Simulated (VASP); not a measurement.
# Ce (Cmcm) in VASP: single point with r2SCAN

Aim: the single point of Ce with r2SCAN.

Everything below comes from runs of VASP 6.6.1. Logs are shortened: lines on timing, memory, paths and dates and some standing lists are left out, and cuts for length are marked.

### 1 The cell of the first run

It takes space group Cmcm (No. 63, orthorhombic). The conventional cell has a = 3.150 Å, b = 6.173 Å, c = 5.221 Å, α = 90.00°, β = 90.00°, γ = 90.00°. Ce (site symmetry m2m) has 12 Ce at 2.87 to 3.59 Å within 3.8 Å.

### 2 Single point, r2SCAN

The input, POSCAR:

```
Ce
1.0
    1.5751146900     -3.0862938500      0.0000000000
    1.5751146900      3.0862938500      0.0000000000
    0.0000000000      0.0000000000      5.2209821000
Ce
2
Direct
    0.9031467200      0.0968532800      0.7500000000
    0.0968532800      0.9031467200      0.2500000000
```

The input, INCAR.step1:

```
SYSTEM = Ce
PREC = Accurate
ENCUT = 520
ISMEAR = -5
SIGMA = 0.05
LREAL = .False.
LASPH = .True.
NELM = 100
LMAXMIX = 6
GGA = PE
ALGO = Normal
EDIFF = 1E-4
LWAVE = .True.
LCHARG = .False.
```

The input, INCAR.step2:

```
SYSTEM = Ce
PREC = Accurate
ENCUT = 520
EDIFF = 1E-6
ISMEAR = -1
SIGMA = 0.05
LREAL = .False.
LASPH = .True.
NELM = 100
ALGO = Normal
ISIF = 2
LWAVE = .False.
LCHARG = .False.
LMAXMIX = 6
METAGGA = R2SCAN
LMIXTAU = .True.
LORBIT = 11
ISTART = 1
```

The input, KPOINTS:

```
Automatic mesh
0
Gamma
  12 12 7
  0 0 0
```

Potentials or basis: VASP PAW PBE potentials, release 64 (Ce).

Started as:

```
> cat potpaw_PBE.64/Ce/POTCAR > POTCAR
> cp INCAR.step1 INCAR
> mpirun -np 1 vasp_std > vasp.out
> cp INCAR.step2 INCAR
> mpirun -np 1 vasp_std > vasp.out
```

OUTCAR:

```text
SYSTEM = Ce
   PREC = Accurate
   ENCUT = 520
   EDIFF = 1E-6
   ISMEAR = -1
   LREAL = .False.
   LASPH = .True.
   NELM = 100
   ISIF = 2
   METAGGA = R2SCAN
   LORBIT = 11
   ISTART = 1

 ion  position               nearest neighbor table
   1  0.903  0.097  0.750-   2 2.87   2 2.87
   2  0.097  0.903  0.250-   1 2.87   1 2.87

  LATTYP: Found a base centered orthorhombic cell.
 ALAT       =     3.1502293800
 B/A-ratio  =     1.9594089685
 C/A-ratio  =     1.6573339494

  Lattice vectors:

 A1 = (   1.5751146900,  -3.0862938500,   0.0000000000)
 A2 = (   1.5751146900,   3.0862938500,   0.0000000000)
 A3 = (   0.0000000000,   0.0000000000,   5.2209821000)

Analysis of symmetry for initial positions (statically):
=====================================================================
 Subroutine PRICEL returns:
 Original cell was already a primitive cell.

 Routine SETGRP: Setting up the symmetry group for a
 base centered orthorhombic supercell.

 Subroutine GETGRP returns: Found  8 space group operations
 (whereof  4 operations were pure point group operations)
 out of a pool of  8 trial point group operations.

The static configuration has the point symmetry C_2h.
 The point group associated with its full space group is D_2h.

Analysis of symmetry for dynamics (positions and initial velocities):
=====================================================================
 Subroutine PRICEL returns:
 Original cell was already a primitive cell.

 Routine SETGRP: Setting up the symmetry group for a
 base centered orthorhombic supercell.

 Subroutine GETGRP returns: Found  8 space group operations
 (whereof  4 operations were pure point group operations)
 out of a pool of  8 trial point group operations.

The dynamic configuration has the point symmetry C_2h.
 The point group associated with its full space group is D_2h.

 Subroutine INISYM returns: Found  8 space group operations
 (whereof  4 operations are pure point group operations),
 and found     1 'primitive' translations

----------------------------------------------------------------------------------------

                                     Primitive cell

  volume of cell :      50.7612

  direct lattice vectors                    reciprocal lattice vectors
     1.575114690 -3.086293850  0.000000000     0.317437202 -0.162006609  0.000000000
     1.575114690  3.086293850  0.000000000     0.317437202  0.162006609  0.000000000
     0.000000000  0.000000000  5.220982100     0.000000000  0.000000000  0.191534846

  length of vectors
     3.464995817  3.464995817  5.220982100     0.356388157  0.356388157  0.191534846

  position of ions in fractional coordinates (direct lattice)
     0.903146720  0.096853280  0.750000000
     0.096853280  0.903146720  0.250000000

  ion indices of the primitive-cell ions
   primitive index   ion index
                 1           1
                 2           2

----------------------------------------------------------------------------------------

 KPOINTS: Automatic mesh

Automatic generation of k-mesh.
 Grid dimensions read from file:
 generate k-points for:   12   12    7

 Generating k-lattice:

  Cartesian coordinates                     Fractional coordinates (reciprocal lattice)
     0.026453100 -0.013500551  0.000000000     0.083333333  0.000000000  0.000000000
     0.026453100  0.013500551  0.000000000     0.000000000  0.083333333  0.000000000
     0.000000000  0.000000000  0.027362121     0.000000000  0.000000000  0.142857143

  Length of vectors
     0.029699013  0.029699013  0.027362121

  Shift w.r.t. Gamma in fractional coordinates (k-lattice)
     0.000000000  0.000000000  0.000000000

 Subroutine IBZKPT returns following result:
 ===========================================

 Found    172 irreducible k-points:

 Following reciprocal coordinates:
            Coordinates               Weight
  0.000000  0.000000  0.000000      1.000000
  0.083333  0.000000  0.000000      4.000000
  0.166667  0.000000  0.000000      4.000000
  0.250000  0.000000  0.000000      4.000000
  0.333333  0.000000  0.000000      4.000000
  0.416667  0.000000  0.000000      4.000000
[... 16 lines left out ...]
  0.500000  0.166667  0.000000      4.000000
 -0.416667  0.166667  0.000000      4.000000
 [... further k-points ...]
   k-points           NKPTS =    172   k-points in BZ     NKDIM =    172   number of bands    NBANDS=     16
   number of dos      NEDOS =    301   number of ions     NIONS =      2
   total plane-waves  NPLWV =  31360
   dimension x,y,z NGX =    28 NGY =   28 NGZ =   40
   dimension x,y,z NGXF=    56 NGYF=   56 NGZF=   80
   ions per type =               2
   NGX,Y,Z   is equivalent  to a cutoff of  13.43, 13.43, 12.74 a.u.
   NGXF,Y,Z  is equivalent  to a cutoff of  26.87, 26.87, 25.47 a.u.
 SYSTEM =  Ce
   PREC   = accura    normal or accurate (medium, high low for compatibility)
   ISTART =      1    job   : 0-new  1-cont  2-samecut
   ICHARG =      0    charge: 1-file 2-atom 10-const
   ISPIN  =      1    spin polarized calculation?
   LNONCOLLINEAR =      F non collinear calculations
   LSORBIT =      F    spin-orbit coupling
   LASPH  =      T    aspherical Exc in radial PAW
   ENCUT  =  520.0 eV  38.22 Ry    6.18 a.u.   6.44  6.44  9.71*2*pi/ulx,y,z
   NELM   =    100;   NELMIN=  2; NELMDL=  0     # of ELM steps
   EDIFF  = 0.1E-05   stopping-criterion for ELM
   LREAL  =      F    real-space projection
   EDIFFG = 0.1E-04   stopping-criterion for IOM
   NSW    =      0    number of steps for IOM
   IBRION =     -1    ionic relax: 0-MD 1-quasi-New 2-CG
   NFREE  =      0    steps in history (QN), initial steepest desc. (CG)
   ISIF   =      2    stress and relaxation
   ISYM   =      2    0-nonsym 1-usesym 2-fastsym
   POTIM  = 0.5000    time-step for ionic-motion
   TEBEG  =    0.0;   TEEND  =   0.0 temperature during run
   PSTRESS=    0.0 pullay stress
   NELECT =      24.0000    total number of electrons
   NUPDOWN=      -1.0000    fix difference up-down
   EMIN   =  10.00;   EMAX   =-10.00  energy-range for DOS
   EFERMI =   0.00;   METHOD = LEGACY
   ISMEAR =    -1;   SIGMA  =   0.05  broadening in eV -4-tet -1-fermi 0-gaus
   EFERMI_NEDOS =   21; number of points for ismear=-14 and -15
   IALGO  =     38    algorithm
   IMIX   =      4    mixing-type and parameters
     AMIX     =   0.40;   BMIX     =  1.00
     AMIX_MAG =   1.60;   BMIX_MAG =  1.00
  volume/ion in A,a.u.               =      25.38       171.28
  Fermi-wavevector in a.u.,A,eV,Ry     =   1.275366  2.410091 22.130657  1.626557
  Thomas-Fermi vector in A             =   2.408082
   LORBIT       =     11    0 simple, 1 ext, 2 COOP (PROOUT), +10 PAW based schemes
   METAGGA = R2SCAN    functional components
   LHFCALC =     F    Hartree Fock is set to
   AEXX    =    0.0000 exact exchange contribution
   IVDW    =     0    specifies the selected vdW correction
   LEPSILON=     F    determine dielectric tensor
   LRPA    =     F    only Hartree local field effects (RPA)
 non-spin polarized calculation
  energy-cutoff  :      520.00
  volume of cell :       50.76
 maximum number of plane-waves:      1389
 NGX is ok and might be reduce to    28

 number of electron      24.0000000 magnetization

 Free energy of the ion-electron system (eV)
  ---------------------------------------------------
  ext. energy  EPLUGINS =         0.00000000
  ---------------------------------------------------
  free energy    TOTEN  =       -61.62392010 eV

  energy without entropy =      -61.58448210  energy(sigma->0) =      -61.60420110

 E-fermi :   9.8163     XC(G=0): -12.3580

 val. band max:        9.8148827059   @ k =   0.0000   0.0000   0.0000
 cond. band min:       9.8186202650   @ k =  -0.4167   0.2500   0.0000
 fundamental gap:      0.0037375591
 Fermi energy:         9.8162639474

 k-point     1 :       0.0000    0.0000    0.0000
  band No.  band energies     occupation
      1     -26.4117      2.00000
      2     -25.4377      2.00000
      3     -10.5440      2.00000
      4      -7.5824      2.00000
      5      -6.9665      2.00000
      6      -6.9439      2.00000
[... 8 lines left out ...]
     15      10.2603      0.00028
     16      10.6392      0.00000

 k-point     2 :       0.0833    0.0000    0.0000
  band No.  band energies     occupation
      1     -26.3774      2.00000
      2     -25.4136      2.00000
      3     -10.4945      2.00000
      4      -7.6313      2.00000
      5      -7.1779      2.00000
      6      -7.0115      2.00000
[... 8 lines left out ...]
     15      10.2100      0.00076
     16      10.5335      0.00000

 k-point     3 :       0.1667    0.0000    0.0000
  band No.  band energies     occupation
      1     -26.2811      2.00000
      2     -25.3464      2.00000
      3     -10.3549      2.00000
      4      -7.9216      2.00000
      5      -7.6094      2.00000
      6      -7.2515      2.00000
[... 8 lines left out ...]
     15      10.1670      0.00180
     16      10.4005      0.00002

 k-point     4 :       0.2500    0.0000    0.0000
  band No.  band energies     occupation
      1     -26.1445      2.00000
      2     -25.2538      2.00000
      3     -10.1531      2.00000
      4      -8.6269      2.00000
      5      -7.9524      2.00000
      6      -7.6490      2.00000
[... 8 lines left out ...]
     15      10.2496      0.00034
     16      10.2837      0.00017
[... 324 lines left out ...]
 k-point    22 :       0.4167    0.1667    0.0000
  band No.  band energies     occupation
      1     -25.8335      2.00000
      2     -25.0802      2.00000
      3      -9.7730      2.00000
      4      -9.6398      2.00000
      5      -8.8663      2.00000
      6      -8.1792      2.00000
[... 8 lines left out ...]
     15      10.3530      0.00004
     16      10.5833      0.00000

 k-point    23 :       0.5000    0.1667    0.0000
  band No.  band energies     occupation
      1     -25.8874      2.00000
      2     -25.1385      2.00000
      3      -9.6942      2.00000
      4      -9.4659      2.00000
      5      -8.5753      2.00000
      6      -8.2647      2.00000
[... 8 lines left out ...]
     15      10.4091      0.00001
     16      10.6573      0.00000

 k-point    24 :      -0.4167    0.1667    0.0000
  band No.  band energies     occupation
      1     -25.9962      2.00000
      2     -25.2218      2.00000
      3      -9.8465      2.00000
      4      -8.9755      2.00000
      5      -8.4262      2.00000
      6      -7.9668      2.00000
[... 8 lines left out ...]
     15      10.4703      0.00000
     16      10.5457      0.00000

 [... further k-points ...]
[... 5 lines left out ...]
  --------------------------------------------------------------------------------------
  -------------------------------------------------------------------------------------
  Total       -0.1737653     -0.0685966     -0.1738631      0.0000000      0.0000000      0.0000000
  in kB       -5.4845623     -2.1651186     -5.4876484      0.0000000      0.0000000      0.0000000
  external PRESSURE =      -4.3791098 kB  Pullay stress =       0.0000000 kB

 VOLUME and BASIS-vectors are now :
 -----------------------------------------------------------------------------
  energy-cutoff  :      520.00
  volume of cell :       50.76
      direct lattice vectors                 reciprocal lattice vectors
     1.575114690 -3.086293850  0.000000000     0.317437202 -0.162006609  0.000000000
     1.575114690  3.086293850  0.000000000     0.317437202  0.162006609  0.000000000
     0.000000000  0.000000000  5.220982100     0.000000000  0.000000000  0.191534846

 POSITION                                       TOTAL-FORCE (eV/Angst)
 -----------------------------------------------------------------------------------
      1.57511     -2.48846      3.91574         0.000000     -0.016143      0.000000
      1.57511      2.48846      1.30525         0.000000      0.016143     -0.000000
 -----------------------------------------------------------------------------------
    total drift:                                0.000000     -0.000000      0.000000

  FREE ENERGIE OF THE ION-ELECTRON SYSTEM (eV)
  ---------------------------------------------------
  free  energy   TOTEN  =       -61.6239200975 eV

  energy  without entropy=      -61.5844820999  energy(sigma->0) =      -61.60420110

 total charge

# of ion       s       p       d       f       tot
--------------------------------------------------
    1        2.112   5.592   1.397   0.997  10.099
    2        2.112   5.592   1.397   0.997  10.099
--------------------------------------------------
tot          4.225  11.185   2.795   1.995  20.199
```

It took 14 min on 1 thread of AMD EPYC 7R43 (Zen 3), shared host; peak memory 0.27 GiB.

What came out:

```
Free energy                                           : -61.6239 eV
Pressure                                              : -0.4 GPa
Largest force                                         : 0.016 eV/Å
Band gap on the k mesh                                : zero (band 12 reaches 10.23 eV, above the bottom of band 13 at 9.29 eV)
Valence electrons inside the program's atomic spheres : Ce 10.10
```

Forces on the atoms (eV/Å):
```
Ce   0.000 -0.016  0.000
Ce   0.000  0.016  0.000
```

Caveat: the PAW data sets were made with another functional, which shifts forces and pressure a little; spin-orbit coupling is left out, which moves the levels of the heavy elements. Spin polarisation is off, so any magnetic state and its effect on volume and gap are missing.
